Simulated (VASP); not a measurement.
# Be3ZnSe4 (P-43m) in VASP: a series of runs

Runs on Be3ZnSe4. Level: PBE. Tasks: single point, relaxation of cell and atoms.

Program: VASP 6.6.1. These are calculated values, not measurements. Logs are shortened: lines on timing, memory, paths and dates and some standing lists are left out, and cuts for length are marked.

**1. The cell of the first run**

The structure is cubic, space group P-43m (No. 215). The conventional cell has a = 5.320 Å, b = 5.320 Å, c = 5.320 Å, α = 90.00°, β = 90.00°, γ = 90.00°. Within 3.0 Å of Be (site symmetry -42m) lie 4 Se at 2.27 Å. Within 3.2 Å of Zn (site symmetry -43m) lie 4 Se at 2.42 Å. Within 3.0 Å of Se (site symmetry 3m) lie 3 Be at 2.27 Å and 1 Zn at 2.42 Å.

**2. Single point, PBE**

The input, INCAR:

```
PREC     = Accurate       # precision mode
ENCUT    = 600            # plane-wave cutoff, eV
EDIFF    = 1E-6           # SCF threshold, eV
ISMEAR   = 0              # smearing method
SIGMA    = 0.02           # smearing width, eV
LREAL    = False          # projectors in reciprocal space
LASPH    = True           # aspherical terms in the spheres
NELM     = 120            # most SCF steps
ALGO     = Normal         # electronic algorithm
ISIF     = 2              # what is computed and relaxed
LWAVE    = False          # write WAVECAR
LCHARG   = False          # write CHGCAR
GGA      = PE             # functional
NBANDS   = 31             # bands
GGA_COMPAT= False
```

The input, KPOINTS:

```
Automatic mesh
0
Gamma
  4 4 4
```

The input, POSCAR:

```
Be3ZnSe4
1.0
    5.3199647473      0.0000000000      0.0000000000
    0.0000000000      5.3199647473      0.0000000000
    0.0000000000      0.0000000000      5.3199647473
Be Zn Se
3 1 4
Direct
    0.5000000000      0.0000000000      0.0000000000
    0.0000000000      0.0000000000      0.5000000000
    0.0000000000      0.5000000000      0.0000000000
    0.5000000000      0.5000000000      0.5000000000
    0.7627674083      0.2372325917      0.7627674083
    0.7627674083      0.7627674083      0.2372325917
    0.2372325917      0.2372325917      0.2372325917
    0.2372325917      0.7627674083      0.7627674083
```

Potentials or basis: VASP PAW PBE potentials, release 64 (Be, Zn, Se).

Run with:

```sh
$ cat potpaw_PBE.64/Be/POTCAR potpaw_PBE.64/Zn/POTCAR potpaw_PBE.64/Se/POTCAR > POTCAR
$ mpirun -np 1 vasp_std > vasp.out
```

OUTCAR:

```text
PREC = Accurate
   ENCUT = 600
   EDIFF = 1E-6
   ISMEAR = 0
   LREAL = False
   LASPH = True
   NELM = 120
   ISIF = 2
   GGA = PE

 ion  position               nearest neighbor table
   1  0.500  0.000  0.000-   5 2.27   6 2.27   7 2.27   8 2.27
   2  0.000  0.000  0.500-   5 2.27   6 2.27   7 2.27   8 2.27
   3  0.000  0.500  0.000-   5 2.27   6 2.27   7 2.27   8 2.27
   4  0.500  0.500  0.500-   5 2.42   6 2.42   7 2.42   8 2.42
   5  0.763  0.237  0.763-   1 2.27   2 2.27   3 2.27   4 2.42
   6  0.763  0.763  0.237-   1 2.27   2 2.27   3 2.27   4 2.42
   7  0.237  0.237  0.237-   1 2.27   2 2.27   3 2.27   4 2.42
   8  0.237  0.763  0.763-   1 2.27   2 2.27   3 2.27   4 2.42

  LATTYP: Found a simple cubic cell.
 ALAT       =     5.3199647473

  Lattice vectors:

 A1 = (   5.3199647473,   0.0000000000,   0.0000000000)
 A2 = (   0.0000000000,   5.3199647473,   0.0000000000)
 A3 = (   0.0000000000,   0.0000000000,   5.3199647473)

Analysis of symmetry for initial positions (statically):
=====================================================================
 Subroutine PRICEL returns:
 Original cell was already a primitive cell.

 Routine SETGRP: Setting up the symmetry group for a
 simple cubic supercell.

 Subroutine GETGRP returns: Found 24 space group operations
 (whereof 24 operations were pure point group operations)
 out of a pool of 48 trial point group operations.

The static configuration has the point symmetry T_d .

Analysis of symmetry for dynamics (positions and initial velocities):
=====================================================================
 Subroutine PRICEL returns:
 Original cell was already a primitive cell.

 Routine SETGRP: Setting up the symmetry group for a
 simple cubic supercell.

 Subroutine GETGRP returns: Found 24 space group operations
 (whereof 24 operations were pure point group operations)
 out of a pool of 48 trial point group operations.

The dynamic configuration has the point symmetry T_d .

 Subroutine INISYM returns: Found 24 space group operations
 (whereof 24 operations are pure point group operations),
 and found     1 'primitive' translations

[... 83 lines left out ...]
   ISTART =      0    job   : 0-new  1-cont  2-samecut
   ICHARG =      2    charge: 1-file 2-atom 10-const
   ISPIN  =      1    spin polarized calculation?
   LNONCOLLINEAR =      F non collinear calculations
   LSORBIT =      F    spin-orbit coupling
   LASPH  =      T    aspherical Exc in radial PAW
   ENCUT  =  600.0 eV  44.10 Ry    6.64 a.u.  10.63 10.63 10.63*2*pi/ulx,y,z
   NELM   =    120;   NELMIN=  2; NELMDL= -5     # of ELM steps
   EDIFF  = 0.1E-05   stopping-criterion for ELM
   LREAL  =      F    real-space projection
[... 7 lines left out ...]
   TEBEG  =    0.0;   TEEND  =   0.0 temperature during run
   PSTRESS=    0.0 pullay stress
   NELECT =      42.0000    total number of electrons
   NUPDOWN=      -1.0000    fix difference up-down
   EMIN   =  10.00;   EMAX   =-10.00  energy-range for DOS
   EFERMI =   0.00;   METHOD = LEGACY
   ISMEAR =     0;   SIGMA  =   0.02  broadening in eV -4-tet -1-fermi 0-gaus
   EFERMI_NEDOS =   21; number of points for ismear=-14 and -15
   IALGO  =     38    algorithm
   IMIX   =      4    mixing-type and parameters
     AMIX     =   0.40;   BMIX     =  1.00
     AMIX_MAG =   1.60;   BMIX_MAG =  1.00
  volume/ion in A,a.u.               =      18.82       127.01
  Fermi-wavevector in a.u.,A,eV,Ry     =   1.069668  2.021380 15.567657  1.144191
  Thomas-Fermi vector in A             =   2.205355
   LORBIT       =      0    0 simple, 1 ext, 2 COOP (PROOUT), +10 PAW based schemes
   GGA     = PE    functional components
   LHFCALC =     F    Hartree Fock is set to
   AEXX    =    0.0000 exact exchange contribution
   IVDW    =     0    specifies the selected vdW correction
   LEPSILON=     F    determine dielectric tensor
   LRPA    =     F    only Hartree local field effects (RPA)
 non-spin polarized calculation
 Gauss-broadening in eV      SIGMA  =   0.02
  energy-cutoff  :      600.00
  volume of cell :      150.57
 maximum number of plane-waves:      5056
 NGX is ok and might be reduce to    48
   NGX = 21   NGY = 21   NGZ = 21

 number of electron      42.0000016 magnetization

 Free energy of the ion-electron system (eV)
  ---------------------------------------------------
  ext. energy  EPLUGINS =         0.00000000
  ---------------------------------------------------
  free energy    TOTEN  =       -32.38419872 eV

  energy without entropy =      -32.38419872  energy(sigma->0) =      -32.38419872

 E-fermi :   2.8196     XC(G=0):  -9.3296

 val. band max:        2.6820140616   @ k =   0.0000   0.0000   0.0000
 cond. band min:       5.4280466469   @ k =   0.0000   0.0000   0.0000
 fundamental gap:      2.7460325854
 Fermi energy:         2.8196462756

 k-point     1 :       0.0000    0.0000    0.0000
  band No.  band energies     occupation
      1     -10.8581      2.00000
      2      -9.3295      2.00000
      3      -9.3295      2.00000
      4      -9.3295      2.00000
      5      -3.5376      2.00000
      6      -3.5376      2.00000
[... 329 lines left out ...]
     30       8.9217      0.00000
     31       9.0375      0.00000

------------------------ aborting loop because EDIFF is reached ----------------------------------------

  FORCE on cell =-STRESS in cart. coord.  units (eV):
  Direction    XX          YY          ZZ          XY          YZ          ZX
  --------------------------------------------------------------------------------------
  -------------------------------------------------------------------------------------
  Total        0.1906531      0.1906531      0.1906531      0.0000000      0.0000000     -0.0000000
  in kB        2.0287481      2.0287481      2.0287481      0.0000000      0.0000000     -0.0000000
  external PRESSURE =       2.0287481 kB  Pullay stress =       0.0000000 kB

 VOLUME and BASIS-vectors are now :
 -----------------------------------------------------------------------------
  energy-cutoff  :      600.00
  volume of cell :      150.57
      direct lattice vectors                 reciprocal lattice vectors
     5.319964747  0.000000000  0.000000000     0.187971170  0.000000000  0.000000000
     0.000000000  5.319964747  0.000000000     0.000000000  0.187971170  0.000000000
     0.000000000  0.000000000  5.319964747     0.000000000  0.000000000  0.187971170

 POSITION                                       TOTAL-FORCE (eV/Angst)
 -----------------------------------------------------------------------------------
      2.65998      0.00000      0.00000        -0.000000      0.000000     -0.000000
      0.00000      0.00000      2.65998        -0.000000     -0.000000      0.000000
      0.00000      2.65998      0.00000        -0.000000      0.000000     -0.000000
      2.65998      2.65998      2.65998        -0.000000      0.000000      0.000000
      4.05790      1.26207      4.05790         0.009603     -0.009603      0.009603
      4.05790      4.05790      1.26207         0.009603      0.009603     -0.009603
      1.26207      1.26207      1.26207        -0.009603     -0.009603     -0.009603
      1.26207      4.05790      4.05790        -0.009603      0.009603      0.009603
 -----------------------------------------------------------------------------------
    total drift:                                0.000000      0.000000     -0.000000

  FREE ENERGIE OF THE ION-ELECTRON SYSTEM (eV)
  ---------------------------------------------------
  free  energy   TOTEN  =       -32.3841987224 eV

  energy  without entropy=      -32.3841987224  energy(sigma->0) =      -32.38419872
```

OSZICAR:

```text
N       E                     dE             d eps       ncg     rms          rms(c)
DAV:   1     0.272092340093E+03    0.27209E+03   -0.18915E+04   620   0.141E+03
DAV:   2    -0.285877356773E+00   -0.27238E+03   -0.25782E+03   664   0.298E+02
DAV:   3    -0.321589334509E+02   -0.31873E+02   -0.31378E+02   778   0.104E+02
DAV:   4    -0.330977251739E+02   -0.93879E+00   -0.93667E+00   795   0.178E+01
DAV:   5    -0.331064039745E+02   -0.86788E-02   -0.86770E-02   743   0.176E+00    0.736E+00
DAV:   6    -0.324643698005E+02    0.64203E+00   -0.11873E+00   868   0.349E+01    0.530E+00
DAV:   7    -0.323767162250E+02    0.87654E-01   -0.92445E-01   732   0.491E+00    0.192E+00
DAV:   8    -0.323815176046E+02   -0.48014E-02   -0.28181E-02   781   0.109E+00    0.602E-01
DAV:   9    -0.323836578812E+02   -0.21403E-02   -0.62240E-03   756   0.732E-01    0.118E-01
DAV:  10    -0.323840637629E+02   -0.40588E-03   -0.14935E-03   780   0.530E-01    0.521E-02
DAV:  11    -0.323841609915E+02   -0.97229E-04   -0.34611E-04   765   0.222E-01    0.219E-02
DAV:  12    -0.323841962581E+02   -0.35267E-04   -0.85960E-05   718   0.487E-02    0.787E-03
DAV:  13    -0.323841983521E+02   -0.20940E-05   -0.53796E-06   765   0.322E-02    0.299E-03
DAV:  14    -0.323841987224E+02   -0.37033E-06   -0.11231E-06   544   0.103E-02
   1 F= -.32384199E+02 E0= -.32384199E+02  d E =-.143449E-23
```

stdout:

```text
POSCAR found type information on POSCAR BeZnSe
 POSCAR found :  3 types and       8 ions
 scaLAPACK will be used
 LDA part: xc-table for (Slater+PW92), standard interpolation
 POSCAR, INCAR and KPOINTS ok, starting setup
 FFT: planning ... GRIDC
 FFT: planning ... GRID_SOFT
 FFT: planning ... GRID
 WAVECAR not read
 entering main loop
```

Run time: 2.1 min. Hardware: 1 thread of Intel Xeon 8259CL, shared host; peak memory 0.34 GiB.

Results:

```
Free energy            : -32.3842 eV
Pressure               : 0.2 GPa
Largest force          : 0.017 eV/Å
Band gap on the k mesh : 2.75 eV
```

Forces on the atoms (eV/Å):
```
Be   0.000  0.000  0.000
Be   0.000  0.000  0.000
Be   0.000  0.000  0.000
Zn   0.000  0.000  0.000
Se   0.010 -0.010  0.010
Se   0.010  0.010 -0.010
Se  -0.010 -0.010 -0.010
Se  -0.010  0.010  0.010
```

A k mesh can miss the band edges.

(Continued in part 2 of 2.)
